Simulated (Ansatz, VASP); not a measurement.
**Two plane-wave programs on WS2**

```xyz
6
Lattice="2.9746 0.0000 0.0000 -1.4873 2.5760 0.0000 0.0000 0.0000 11.7722" Properties=species:S:1:pos:R:3 pbc="T T T"
W     0.0000    1.7174    2.9431
W     1.4873    0.8587    8.8292
S     0.0000    1.7174    7.2570
S     1.4873    0.8587    1.3709
S     0.0000    1.7174   10.4013
S     1.4873    0.8587    4.5152
```

Change from the starting cell: strain -0.0450 x Voigt [1, 1, 0, 0, 0, 0], atoms carried along.

Alike in both runs: task single point; functional PBEsol; dispersion D3(BJ); k mesh 12 × 12 × 4; occupations gaussian, width 0.05 eV; no spin polarisation.

|  | VASP | Ansatz |
| --- | --- | --- |
| version | VASP 6.6.1 | Ansatz 0.2.0 |
| potentials or method | VASP PAW PBE potentials, release 64 (W_sv, S), cutoff 520 eV | scalar-relativistic, plane waves, PAW |
| valence electrons in the cell | 52 | 52 |

```csv
,VASP,Ansatz,Ansatz less VASP
gap on the k mesh at the Fermi level (eV),0.71,0.69,-0.023
least direct gap on the mesh (eV),1.91,1.91,-0.004
pressure (GPa),20.6,20.4,-0.27
"traceless stress, the component that is largest in VASP (GPa)",-6.15,-6.16,-0.003
rms of the force components (eV/Å),0.606,0.595,-0.0107
```

VASP's potentials were made for PBE, not for PBEsol. Atom by atom the forces differ by 0.011 eV/Å (rms over components).

Spin-orbit coupling is off throughout.
